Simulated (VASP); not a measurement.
CdTe:

```
Cd Te
1.0
     0.00000    3.04436    3.04436
     3.04436    0.00000    3.04436
     3.04436    3.04436    0.00000
Cd Te
1 1
Direct
  0.00000 0.00000 0.00000
  0.50000 0.50000 0.50000
```

Base run:

| Item | Value |
| --- | --- |
| Program | VASP 6.6.1 |
| Functional | PBE |
| Potentials or basis | VASP PAW PBE potentials, release 64 (Cd, Te) |
| Cutoff | 520 eV |
| k mesh | 6 × 6 × 6 |
| Occupations | fermi-dirac, width 0.02 eV |
| Spin | no spin polarisation |

Its results: band gap on the k mesh zero (band 9 reaches 4.10 eV, above the bottom of band 10 at 2.73 eV); pressure 1.1 GPa.

The run is repeated on the same cell with these changes: functional from PBE to r2SCAN. What comes out?

Band gap on the k mesh zero (band 9 reaches 3.90 eV, above the bottom of band 10 at 2.85 eV); pressure 0.2 GPa.

Caveats: spin-orbit coupling is left out, which moves the levels of the heavy elements; the PAW data sets were made with another functional, which shifts forces and pressure a little (some runs).
